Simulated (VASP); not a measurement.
Here is a VASP 6.6.1 calculation.

File INCAR:

```
ALGO = Normal ; EDIFF = 1E-8
ENCUT = 520 ; ISIF = 2
ISMEAR = -1 ; LASPH = T
LCHARG = F ; LEFG = T
LREAL = F ; LWAVE = F
NBANDS = 11 ; NELM = 60
PREC = Accurate ; SIGMA = 0.08
```

KPOINTS

```
k-points
0
Gamma
  10 10 10
```

POSCAR

```
Sr
1.0
    0.0000000000      3.0423500000      3.0423500000
    3.0423500000      0.0000000000      3.0423500000
    3.0423500000      3.0423500000      0.0000000000
Sr
1
Direct
    0.0000000000      0.0000000000      0.0000000000
```

Potentials or basis: VASP PAW LDA potentials, release 64 (Sr_sv).

Run with:

```sh
$ cat potpaw_LDA.64/Sr_sv/POTCAR > POTCAR
$ mpirun -np 1 vasp_std > vasp.out
```

**Question.** What does it give for the band gap on the k mesh?

**Answer.** Zero (bands 5 and 6 overlap by 0.04 eV).

**Question.** What does it give for the pressure?

**Answer.** -1.6 GPa.
